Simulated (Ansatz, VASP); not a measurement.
Two plane-wave programs on CdS

File INCAR:

```
  PREC = Accurate
  ENCUT = 520
  EDIFF = 1E-7
  ISMEAR = -1
  SIGMA = 0.02
  LREAL = False
  LASPH = True
  NELM = 60
  ALGO = Normal
  ISIF = 2
  LWAVE = False
  LCHARG = True
  GGA = PE
  LELF = True
  LVHAR = True
  NBANDS = 16
```

KPOINTS

```
Automatic mesh
0
Gamma
  8 8 8
```

The input POSCAR:

```
CdS
1.0
    0.0000000000      2.7655072429      2.7655072429
    2.7655072429      0.0000000000      2.7655072429
    2.7655072429      2.7655072429      0.0000000000
Cd S
1 1
Direct
    0.0000000000      0.0000000000      0.0000000000
    0.2500000000      0.2500000000      0.2500000000
```

Input for Ansatz:

```yaml
crystal:
  lattice:
    - [0.0, 2.7655072429, 2.7655072429]
    - [2.7655072429, 0.0, 2.7655072429]
    - [2.7655072429, 2.7655072429, 0.0]
  atoms:
    - { symbol: Cd, position: [0.0, 0.0, 0.0] }
    - { symbol: S, position: [0.25, 0.25, 0.25] }
kpoints:
  mp_grid: { grid: [8, 8, 8] }
  band_path:
    path:
      - [0.0, 0.0, 0.0]
      - [-0.5, -0.5, 0.0]
      - [-0.375, -0.375, 0.25]
      - [-0.375, 0.0, 0.375]
      - [0.0, 0.0, 0.5]
      - [-0.5, -0.25, 0.25]
    npoints: 1
hamiltonian:
  xc: pbe
scf:
  occupations: { method: fermi_dirac, width: 0.02 }
  n_extra_bands: 4
output:
  forces: true
  stress: true
  eigenvalues: true
```

Change from the starting cell: hydrostatic strain -5.9%.

Alike in both runs: task single point; functional PBE; k mesh 8 × 8 × 8; occupations fermi-dirac, width 0.02 eV; no spin polarisation.

|  | VASP | Ansatz |
| --- | --- | --- |
| version | VASP 6.6.1 | Ansatz 0.2.0 |
| potentials or method | VASP PAW PBE potentials, release 64 (Cd, S) | plane waves, PAW |
| plane-wave cutoff (eV) | 520 | 420 |
| valence electrons in the cell | 18 | 26 |

```tsv
	VASP	Ansatz	Ansatz less VASP
gap on the k mesh at the Fermi level (eV)	1.48	1.46	-0.018
pressure (GPa)	18.5	17.8	-0.72
```

The functional is the same, so the differences come from potentials, cutoffs and numerics. VASP's potentials hold 18 valence electrons a cell and Ansatz's 26, so a difference there can come from the potentials and not from the codes.
